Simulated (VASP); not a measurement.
A run of VASP 6.6.1:

INCAR

```
SYSTEM = InB2As3
PREC = Accurate
ENCUT = 520
EDIFF = 1E-6
ISMEAR = 0
SIGMA = 0.1
LREAL = .FALSE.
LASPH = .TRUE.
NELM = 60
ALGO = Normal
ISIF = 2
LWAVE = .FALSE.
LCHARG = .FALSE.
GGA = PE
NBANDS = 26
```

The input KPOINTS:

```
Automatic mesh
0
G
  6 6 4
  0 0 0
```

POSCAR

```
InB2As3
1.0
    3.3415497039      0.0000000000      0.0000000000
   -1.6707748519      2.8938669316      0.0000000000
    0.0000000000      0.0000000000     11.8338999179
In B As
1 2 3
Direct
    0.0000000000      0.0000000000      0.5000000000
    0.3333333333      0.6666666667      0.2755450567
    0.6666666667      0.3333333333      0.7244549433
    0.0000000000      0.0000000000      0.0000000000
    0.0000000000      0.0000000000      0.7682171881
    0.0000000000      0.0000000000      0.2317828119
```

Potentials or basis: VASP PAW PBE potentials, release 64 (In_d, B, As).

Launch:

```console
$ cat potpaw_PBE.64/In_d/POTCAR potpaw_PBE.64/B/POTCAR potpaw_PBE.64/As/POTCAR > POTCAR
$ mpirun -np 1 vasp_std > vasp.out
```

Hardware: 1 thread of Intel Xeon 8259CL (shared host).

Q: Estimate the wall time of this run.

A: It took 2.7 min on 1 thread of Intel Xeon 8259CL (shared host), peak memory 0.29 GiB. Counts: scf iterations 16, k points 24.
